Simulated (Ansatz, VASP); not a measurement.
# Two plane-wave programs on AlNi3

```
Al Ni
1.0
     0.00000    2.80189    2.80189
     2.80189    0.00000    2.80189
     2.80189    2.80189    0.00000
Al Ni
1 3
Direct
  0.48784 0.51216 0.51216
  0.23941 0.26059 0.26059
  0.02677 0.97323 0.97323
  0.73941 0.76059 0.76059
```

Change from the starting cell: mode 7 (245.8 1/cm) frozen in, largest displacement -0.150 Å.

Alike in both runs: task single point; functional r2SCAN; k mesh 14 × 14 × 14; occupations gaussian, width 0.15 eV; no spin polarisation.

|  | VASP | Ansatz |
| --- | --- | --- |
| version | VASP 6.6.1 | Ansatz 0.2.0 |
| potentials or method | VASP PAW PBE potentials, release 64 (Al, Ni), cutoff 520 eV | scalar-relativistic, plane waves, PAW |
| valence electrons in the cell | 33 | 57 |

|  | VASP | Ansatz | Ansatz less VASP |
| --- | --- | --- | --- |
| gap on the k mesh at the Fermi level (eV) | none | none | - |
| pressure (GPa) | 2.9 | 2.8 | -0.09 |
| traceless stress, the component that is largest in VASP (GPa) | -0.75 | -0.75 | -0.002 |
| rms of the force components (eV/Å) | 0.677 | 0.678 | +0.0007 |

VASP's potentials were made for PBE, not for r2SCAN. Atom by atom the forces differ by 0.001 eV/Å (rms over components). A gap of «none» marks a metal or a gap that the smearing closes. With one functional, cell and mesh, what is left measures potentials, basis and numerics. VASP's potentials hold 33 valence electrons a cell and Ansatz's 57, so a difference there can come from the potentials and not from the codes.
